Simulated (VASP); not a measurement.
CdSe:

```
Cd Se
1.0
     4.30000    0.00000    0.00000
    -2.15000    3.72391    0.00000
     0.00000    0.00000    7.02000
Cd Se
2 2
Cartesian
  0.0000 2.4826 0.0000
  2.1500 1.2413 3.5100
  0.0000 2.4826 2.7027
  2.1500 1.2413 6.2127
```

- Program: VASP 6.6.1
- Task: relaxation of cell and atoms
- Functional: PBEsol
- Potentials or basis: VASP PAW PBE potentials, release 64 (Cd, Se)
- Cutoff: 600 eV
- k mesh: 12 × 12 × 6
- Occupations: gaussian, width 0.02 eV
- Spin: no spin polarisation

At the start: pressure 0.5 GPa; volume 28.10 Å³/atom.

Q: Where does the relaxation end?

A: Over 10 steps the energy falls by 4.9 meV/atom and the volume is 28.29 Å³/atom (+0.7 %); space group P6_3mc (No. 186, to 0.05 Å).

The path:
| step | energy change (eV) | largest force (eV/Å) | pressure (GPa) | volume (Å³) |
| --- | --- | --- | --- | --- |
| 1 | 0.0000 | 0.2742 | 0.45 | 112.41 |
| 2 | -0.0159 | 0.0637 | -0.25 | 113.69 |
| 3 | -0.0159 | 0.0681 | -0.24 | 113.67 |
| 4 | -0.0172 | 0.0378 | 0.04 | 113.07 |
| 5 | -0.0174 | 0.0226 | 0.18 | 112.78 |
| 6 | -0.0185 | 0.0177 | 0.16 | 112.85 |
| 7 | -0.0197 | 0.0035 | 0.08 | 113.00 |
| 8 | -0.0197 | 0.0042 | 0.08 | 113.00 |
| 9 | -0.0197 | 0.0029 | -0.06 | 113.30 |
| 10 | -0.0198 | 0.0004 | 0.01 | 113.16 |

Final structure:
```
CELL_PARAMETERS angstrom
4.30961 0.00000 0.00000
-2.15480 3.73223 0.00000
0.00000 0.00000 7.03552
ATOMIC_POSITIONS crystal
Cd 0.33333 0.66667 0.00467
Cd 0.66667 0.33333 0.50467
Se 0.33333 0.66667 0.38033
Se 0.66667 0.33333 0.88033
```

Caveat: the PAW data sets were made with another functional, which shifts forces and pressure a little.
